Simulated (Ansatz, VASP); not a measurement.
## Os: VASP beside Ansatz

INCAR

```
SYSTEM = Os
PREC = Accurate
ENCUT = 520
EDIFF = 1E-6
ISMEAR = 1
SIGMA = 0.05
LREAL = .False.
LASPH = .True.
NELM = 150
ALGO = Normal
ISIF = 2
LWAVE = .False.
LCHARG = .False.
ISPIN = 2
MAGMOM = 1
LORBIT = 11
LMAXMIX = 4
GGA = VW
NBANDS = 14
```

Contents of KPOINTS:

```
Automatic mesh
0
Gamma
  12 12 12
  0 0 0
```

The input POSCAR:

```
Os
1.0
    0.0000000000      1.9450000000      1.9450000000
    1.9450000000      0.0000000000      1.9450000000
    1.9450000000      1.9450000000      0.0000000000
Os
1
Direct
    0.0000000000      0.0000000000      0.0000000000
```

input.yaml

```yaml
crystal:
  lattice:
    - [0.0, 1.945, 1.945]
    - [1.945, 0.0, 1.945]
    - [1.945, 1.945, 0.0]
  atoms:
    - { symbol: Os, position: [0.0, 0.0, 0.0], spin: 1.0 }
kpoints:
  mp_grid: { grid: [12, 12, 12] }
scf:
  occupations: { method: methfessel_paxton, width: 0.05 }
hamiltonian:
  xc: { exchange: slater, correlation: vwn5 }
  pseudopotentials:
    kind: all_electron
    lapw: { basis_error: 0.001 }
    nuclear_model: point
magnetization:
  spin_polarized: true
output:
  forces: true
  stress: true
  eigenvalues: true
```

Alike in both runs: task single point; functional SVWN5; k mesh 12 × 12 × 12; occupations methfessel-paxton of order 1, width 0.05 eV; collinear spin.

|  | VASP | Ansatz |
| --- | --- | --- |
| version | VASP 6.6.1 | Ansatz 0.2.0 |
| potentials or method | VASP PAW PBE potentials, release 64 (Os), cutoff 520 eV | all-electron LAPW, point nuclei |

VASP gave:

| Quantity | Value |
| --- | --- |
| gap on the k mesh at the Fermi level (eV) | none |
| pressure (GPa) | -25.4 |
| net moment per atom (μB) | 0.03 |

Estimate Ansatz's values.

gap on the k mesh at the Fermi level (eV): none; pressure (GPa): -26.2; net moment per atom (μB): 0.00.

VASP's potentials were made for PBE, not for SVWN5. A gap of «none» marks a metal or a gap that the smearing closes. Ansatz ran all-electron here, and VASP with PAW potentials.

Spin-orbit coupling is off throughout.
